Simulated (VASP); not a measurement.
# TaN: single point with PBE+U

The system is TaN.

```
CELL_PARAMETERS angstrom
5.19600 0.00000 0.00000
-2.59800 4.49987 0.00000
0.00000 0.00000 2.91100
ATOMIC_POSITIONS crystal
Ta 0.33333 0.66667 0.50000
Ta 0.66667 0.33333 0.50000
Ta 0.00000 0.00000 0.00000
N 0.39285 0.00000 0.00000
N 0.60715 0.60715 0.00000
N 0.00000 0.39285 0.00000
```

* Program: VASP 6.6.1
* Task: single point
* Functional: PBE
* Potentials or basis: VASP PAW PBE potentials, release 64 (Ta_sv_GW, N)
* Cutoff: 700 eV
* k mesh: 4 × 4 × 6
* Occupations: gaussian, width 0.05 eV
* Spin: collinear spin
* Starting moments: [0.0, 0.0, 0.02, 0.0, 0.0, 0.0] μB
* Hubbard terms: Ta d U = 6.0 eV
* Dipole correction: no
* Further INCAR settings: ALGO = Normal; EDIFF = 1e-06; NBANDS = 40

The pressure is 24.4 GPa. The largest force is 0.452 eV/Å, the band gap on the k mesh is zero (filled and empty bands overlap) and the net moment is 0.00 μB per cell. The valence electrons inside the program's atomic spheres are Ta 11.40, 11.58 (each value once); N 3.83.

Forces in eV/Å, atoms in the order of the input:
```
Ta   0.000  0.000  0.000
Ta   0.000  0.000  0.000
Ta   0.000  0.000  0.000
N    0.452  0.000  0.000
N   -0.226 -0.391  0.000
N   -0.226  0.391  0.000
```

Stress tensor (GPa, compression positive):
```
23.13  0.00  0.00
 0.00 23.13  0.00
 0.00  0.00 26.87
```

Levels at points of the mesh, in eV from the Fermi level:
Spin up:
| k point | band 23 | band 24 | band 25 | band 26 | band 27 | band 28 | band 29 | band 30 | band 31 | band 32 |
| --- | --- | --- | --- | --- | --- | --- | --- | --- | --- | --- |
| (0.00, 0.00, 0.00) | -5.31 | -4.70 | -3.89 | -2.23 | -0.97 | -0.97 | 0.94 | 0.94 | 1.66 | 1.92 |
| (0.50, 0.00, 0.00) | -4.91 | -4.33 | -4.20 | -3.21 | -2.77 | 1.12 | 1.88 | 2.24 | 2.45 | 2.85 |
| (0.00, 0.00, 0.50) | -4.75 | -4.75 | -2.96 | -2.96 | 1.57 | 2.16 | 2.16 | 2.20 | 2.20 | 3.36 |
| (0.50, 0.00, 0.50) | -5.28 | -4.28 | -3.38 | -2.31 | -0.90 | 0.55 | 1.36 | 3.25 | 3.40 | 3.44 |
Spin down:
```csv
k point,band 23,band 24,band 25,band 26,band 27,band 28,band 29,band 30,band 31,band 32
"(0.00, 0.00, 0.00)",-5.31,-4.70,-3.89,-2.23,-0.97,-0.97,0.94,0.94,1.66,1.92
"(0.50, 0.00, 0.00)",-4.91,-4.33,-4.20,-3.21,-2.77,1.12,1.88,2.24,2.45,2.85
"(0.00, 0.00, 0.50)",-4.75,-4.75,-2.96,-2.96,1.57,2.16,2.16,2.20,2.20,3.36
"(0.50, 0.00, 0.50)",-5.28,-4.28,-3.38,-2.31,-0.90,0.55,1.36,3.25,3.40,3.44
```

Eigenvalues of the final occupation matrices:
```
    site  spin  trace               eigenvalues
site 1 d     1   1.06  0.19 0.19 0.21 0.21 0.27
site 1 d     2   1.06  0.19 0.19 0.21 0.21 0.27
site 2 d     1   1.06  0.19 0.19 0.21 0.21 0.27
site 2 d     2   1.06  0.19 0.19 0.21 0.21 0.27
site 3 d     1   1.07  0.17 0.17 0.21 0.21 0.32
site 3 d     2   1.07  0.17 0.17 0.21 0.21 0.32
```

It took 3.6 min on 1 thread of Intel(R) Xeon(R) Platinum 8259CL CPU @ 2.50GHz (Skylake/Cascade Lake) (shared host), peak memory 0.35 GiB.

Caveat: the cell stands under pressure; spin-orbit coupling is left out, which moves the levels of the heavy elements.
